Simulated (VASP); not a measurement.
Crystal: Rb.

```xyz
2
Lattice="4.9757 0.0000 0.0000 -2.4878 4.3091 0.0000 0.0000 0.0000 8.1253" Properties=species:S:1:pos:R:3 pbc="T T T"
Rb    0.0000    2.8727    2.0313
Rb    2.4878    1.4364    6.0939
```

This isn't the form of Rb at room conditions, which is bcc.

| Quantity | Value |
| --- | --- |
| Program | VASP 6.6.1 |
| Task | relaxation of cell and atoms |
| Functional | LDA |
| Potentials or basis | VASP PAW LDA potentials, release 64 (Rb_sv) |
| Cutoff | 600 eV |
| k mesh | 7 × 7 × 4 |
| Occupations | fermi-dirac, width 0.1 eV |
| Spin | no spin polarisation |

At the start: pressure -0.3 GPa; volume 87.10 Å³/atom.

Problem. Where does the relaxation end?

Solution. Over 8 steps the energy falls by 10.2 meV/atom and the volume is 77.86 Å³/atom (-10.6 %); space group P6_3/mmc (No. 194, to 0.1 Å) before and after.

Step by step:
```tsv
step	energy change (eV)	largest force (eV/Å)	pressure (GPa)	volume (Å³)
1	0.0000	0.0000	-0.32	174.21
2	-0.0079	0.0000	-0.25	169.86
3	-0.0171	0.0000	-0.14	162.76
4	-0.0172	0.0000	0.16	149.15
5	-0.0204	0.0000	-0.02	156.13
6	-0.0204	0.0000	0.00	155.34
7	-0.0204	0.0000	0.00	155.70
8	-0.0205	0.0000	0.00	155.71
```

Final structure:
```
Rb
1.0
     4.78081    0.00000    0.00000
    -2.39040    4.14030    0.00000
     0.00000    0.00000    7.86654
Rb
2
Direct
  0.33333 0.66667 0.25000
  0.66667 0.33333 0.75000
```
